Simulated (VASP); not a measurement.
A run of VASP 6.6.1:

File INCAR:

```
  ALGO = Normal
  EDIFF = 1E-6
  ENCUT = 600
  GGA = PE
  GGA_COMPAT = False
  ISIF = 2
  ISMEAR = 0
  ISPIN = 2
  LASPH = True
  LCHARG = False
  LMAXMIX = 6
  LORBIT = 11
  LREAL = False
  LWAVE = False
  MAGMOM = 7 7 0 0 0 0
  NBANDS = 44
  NELM = 200
  PREC = Accurate
  SIGMA = 0.15
```

File KPOINTS:

```
k-points
0
Gamma
  3 3 2
```

POSCAR

```
Gd2NF3
1.0
    3.8123996412     -0.0000000025      0.0000000000
   -1.9061998184      3.3016349399      0.0000000000
    0.0000000000      0.0000000000      6.2804210050
Gd N F
2 1 3
Direct
    0.3333333333      0.6666666667      0.2289950334
    0.6666666667      0.3333333333      0.7710049666
    0.0000000000      0.0000000000      0.0000000000
    0.3333333333      0.6666666667      0.6718688684
    0.6666666667      0.3333333333      0.3281311316
    0.0000000000      0.0000000000      0.5000000000
```

Potentials or basis: VASP PAW PBE potentials, release 64 (Gd, N, F).

Command:

```console
$ cat potpaw_PBE.64/Gd/POTCAR potpaw_PBE.64/N/POTCAR potpaw_PBE.64/F/POTCAR > POTCAR
$ mpirun -np 1 vasp_std > vasp.out
```

Hardware: 1 thread of Intel(R) Xeon(R) Platinum 8488C (Sapphire Rapids), on a shared host.

Q: Estimate the wall time of this run.

A: It took 13 min on 1 thread of Intel(R) Xeon(R) Platinum 8488C (Sapphire Rapids) (shared host), peak memory 0.26 GiB. Counts: scf iterations 74, k points 6.
